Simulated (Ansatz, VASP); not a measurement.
**Cd3SnS4: VASP beside Ansatz**

```
CELL_PARAMETERS angstrom
2.98436 1.72302 6.07904
-2.98436 1.72302 6.07904
0.00000 -3.44604 6.07904
ATOMIC_POSITIONS crystal
Cd 0.50000 0.50000 0.00000
Cd 0.00000 0.50000 0.50000
Cd 0.50000 0.00000 0.50000
Sn 0.50000 0.50000 0.50000
S 0.39069 0.39069 0.39069
S 0.60931 0.60931 0.60931
S 0.29035 0.29035 0.29035
S 0.70965 0.70965 0.70965
```

Alike in both runs: task relaxation of cell and atoms; functional PBE; k mesh 3 × 3 × 3; occupations gaussian, width 0.15 eV; no spin polarisation.

|  | VASP | Ansatz |
| --- | --- | --- |
| version | VASP 6.6.1 | Ansatz 0.2.0 |
| potentials or method | VASP PAW PBE potentials, release 64 (Cd, Sn_d, S), cutoff 600 eV | scalar-relativistic, plane waves, PAW |
| valence electrons in the cell | 74 | 98 |

|  | VASP | Ansatz | Ansatz less VASP |
| --- | --- | --- | --- |
| gap on the k mesh at the Fermi level, each at its own relaxed structure (eV) | 0.78 | 0.77 | -0.009 |
| relaxed volume (Å³/atom) | 46.60 | 46.05 | -0.554 |
| relaxed length of the cell vector where the two differ most in proportion (Å) | 9.896 | 9.816 | -0.0803 |

VASP's potentials hold 74 valence electrons a cell and Ansatz's 98, so a difference there can come from the potentials and not from the codes.

The k mesh is coarse, so the values compare programs but aren't converged. Noted on VASP's run: the volume moved by over 15 % at a fixed basis, so the end points are rough.
